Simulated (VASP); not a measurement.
The system is SmIn2As3.

```
Sm In As
1.0
     5.99647    0.00000    0.00000
    -2.99823    5.19309    0.00000
     0.00000    0.00000    5.29010
Sm In As
1 2 3
Cartesian
  0.0000 0.0000 0.0000
  0.0000 3.4621 2.6451
  2.9982 1.7310 2.6451
  2.9982 0.0000 0.0000
  -1.4991 2.5965 0.0000
  1.4991 2.5965 0.0000
```

The cell was generated, and may not be a known phase.

| Property | Result |
| --- | --- |
| Program | VASP 6.6.1 |
| Task | relaxation of cell and atoms |
| Functional | PBE |
| Potentials or basis | VASP PAW PBE potentials, release 64 (Sm_3, In_d, As), 4f in core |
| Cutoff | 500 eV |
| k mesh | 6 × 6 × 8 |
| Occupations | gaussian, width 0.1 eV |
| Spin | no spin polarisation |

At the start: pressure 0.1 GPa; volume 27.46 Å³/atom.

Q: Where does the relaxation end?

A: Over 7 steps the energy falls by 2.1 meV/atom and the volume is 27.92 Å³/atom (+1.7 %); space group P6/mmm (No. 191, to 0.1 Å) before and after.

The path:
```
step  energy change (eV)  largest force (eV/Å)  pressure (GPa)  volume (Å³)
   1              0.0000                0.0000            0.05       164.73
   2             -0.0020                0.0000            0.08       164.94
   3             -0.0079                0.0000            0.14       165.55
   4             -0.0117                0.0000            0.26       166.72
   5             -0.0118                0.0000            0.24       166.53
   6             -0.0117                0.0000           -0.24       168.52
   7             -0.0124                0.0000            0.01       167.50
```

Final structure:
```
Sm In As
1.0
     5.94214    0.00000    0.00000
    -2.97107    5.14604    0.00000
     0.00000    0.00000    5.47759
Sm In As
1 2 3
Cartesian
  0.0000 0.0000 0.0000
  0.0000 3.4307 2.7388
  2.9711 1.7153 2.7388
  2.9711 0.0000 0.0000
  -1.4855 2.5730 0.0000
  1.4855 2.5730 0.0000
```
